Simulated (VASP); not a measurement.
Crystal: PbO.

```
Pb O
1.0
     3.99000    0.00000    0.00000
     0.00000    3.99000    0.00000
     0.00000    0.00000    5.01000
Pb O
2 2
Direct
  0.50000 0.00000 0.76000
  0.00000 0.50000 0.24000
  0.50000 0.50000 0.00000
  0.00000 0.00000 0.00000
```

Base run:

| Item | Value |
| --- | --- |
| Program | VASP 6.6.1 |
| Functional | B3LYP |
| Potentials or basis | VASP PAW PBE potentials, release 64 (Pb_d, O) |
| Cutoff | 520 eV |
| k mesh | 4 × 4 × 3 |
| Occupations | fermi-dirac, width 0.05 eV |
| Spin | no spin polarisation |

Its results: band gap on the k mesh 2.36 eV (least direct gap 3.67 eV); pressure 3.1 GPa; largest force 0.241 eV/Å.

Problem. The run is repeated on the same cell with these changes: functional from B3LYP to HSE06; share of exact exchange from 0.2 to 0.25. What comes out?

Solution. Band gap on the k mesh 1.81 eV (least direct gap 3.21 eV); pressure -0.7 GPa; largest force 0.588 eV/Å.

Caveats: the PAW data sets were made with another functional, which shifts forces and pressure a little; spin-orbit coupling is left out, which moves the levels of the heavy elements; the cell stands under pressure (at least some runs).

A k mesh can miss the band edges.
